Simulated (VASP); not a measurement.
Crystal: CoO.

```
CELL_PARAMETERS angstrom
1.61283 0.93117 2.58347
-1.61283 0.93117 2.58347
0.00000 -1.86234 2.58347
ATOMIC_POSITIONS crystal
Co 0.99898 0.99898 0.99898
O 0.75102 0.75102 0.75102
```

Base run:

```yaml
Program: VASP 6.6.1
Functional: r2SCAN
Potentials_or_basis: VASP PAW PBE potentials, release 64 (Co, O)
Cutoff: 520 eV
k_mesh: 10 × 10 × 10
Occupations: fermi-dirac, width 0.05 eV
Spin: collinear spin, ferromagnetic start
Starting_moments: "[2.0, 0.0] μB"
```

Its results: pressure 0.7 GPa; net moment 3.00 μB per cell; site moments Co +2.63; O +0.27 μB; largest force 0.345 eV/Å.

Question: The run is repeated on the same cell with these changes: functional from r2SCAN to LDA; potentials or basis from VASP PAW PBE potentials, release 64 (Co, O) to VASP PAW LDA potentials, release 64 (Co, O). What comes out?

Answer: Pressure -18.7 GPa; net moment 2.55 μB per cell; site moments Co +2.20; O +0.28 μB; largest force 0.170 eV/Å.

Caveats: a cell with one magnetic atom can't hold antiferromagnetic order, which such compounds often take; the PAW data sets were made with another functional, which shifts forces and pressure a little (at least some runs); the cell stands under tension (at least some runs).
